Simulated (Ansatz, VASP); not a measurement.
# AlN: VASP beside Ansatz

```
Al N
1.0
    -3.11100    0.00000    0.00000
    -1.55550   -2.69421    0.00000
     0.00000    0.00000   10.20600
Al N
4 4
Direct
  0.33333 0.33333 0.88161
  0.33333 0.33333 0.39386
  0.66667 0.66667 0.14998
  0.66667 0.66667 0.63774
  0.33333 0.33333 0.09389
  0.33333 0.33333 0.58164
  0.66667 0.66667 0.33777
  0.66667 0.66667 0.82552
```

Alike in both runs: task single point; functional PBE; k mesh 8 × 8 × 3; occupations gaussian, width 0.05 eV; no spin polarisation.

|  | VASP | Ansatz |
| --- | --- | --- |
| version | VASP 6.6.1 | Ansatz 0.2.0 |
| potentials or method | VASP PAW PBE potentials, release 64 (Al, N), cutoff 520 eV | scalar-relativistic, plane waves, PAW |
| valence electrons in the cell | 32 | 32 |

Ansatz gave:

* gap on the k mesh at the Fermi level (eV): 3.80
* least direct gap on the mesh (eV): 3.80
* pressure (GPa): 0.8
* traceless stress, the component that is largest in VASP (GPa): -5.93
* rms of the force components (eV/Å): 0.496

Problem. Which values does VASP return?

Solution. gap on the k mesh at the Fermi level (eV): 3.82; least direct gap on the mesh (eV): 3.82; pressure (GPa): 0.6; traceless stress, the component that is largest in VASP (GPa): -5.92; rms of the force components (eV/Å): 0.495.

Atom by atom the forces differ by 0.003 eV/Å (rms over components). The functional is the same, so the differences come from potentials, cutoffs and numerics.
